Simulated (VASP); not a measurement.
A run of VASP 6.6.1:

Contents of INCAR:

```
SYSTEM = Cr
PREC = Accurate
ENCUT = 520
EDIFF = 1E-7
ISMEAR = -1
SIGMA = 0.1
LREAL = .FALSE.
LASPH = .TRUE.
NELM = 100
ALGO = Normal
ISIF = 2
LWAVE = .FALSE.
LCHARG = .TRUE.
GGA = PE
LELF = .TRUE.
LVHAR = .TRUE.
NBANDS = 19
```

The input KPOINTS:

```
regular mesh
0
G
  24 24 12
  0 0 0
```

File POSCAR:

```
Cr
1.0
    2.5222937719      0.0000000000      0.0000000000
   -1.2611468859      2.1843704823      0.0000000000
    0.0000000000      0.0000000000      4.5035304345
Cr
2
Direct
    0.3333333333      0.6666666667      0.2500000000
    0.6666666667      0.3333333333      0.7500000000
```

Potentials or basis: VASP PAW PBE potentials, release 64 (Cr_pv).

Launch:

```sh
$ cat potpaw_PBE.64/Cr_pv/POTCAR > POTCAR
$ mpirun -np 1 vasp_std > vasp.out
```

Hardware: 1 thread of Intel Xeon 8259CL, with other jobs on the host.

Question: How long does it take, and how much memory?

Answer: It took 4.4 min on 1 thread of Intel Xeon 8259CL, with other jobs on the host, peak memory 0.27 GiB. Counts: scf iterations 13, k points 427.
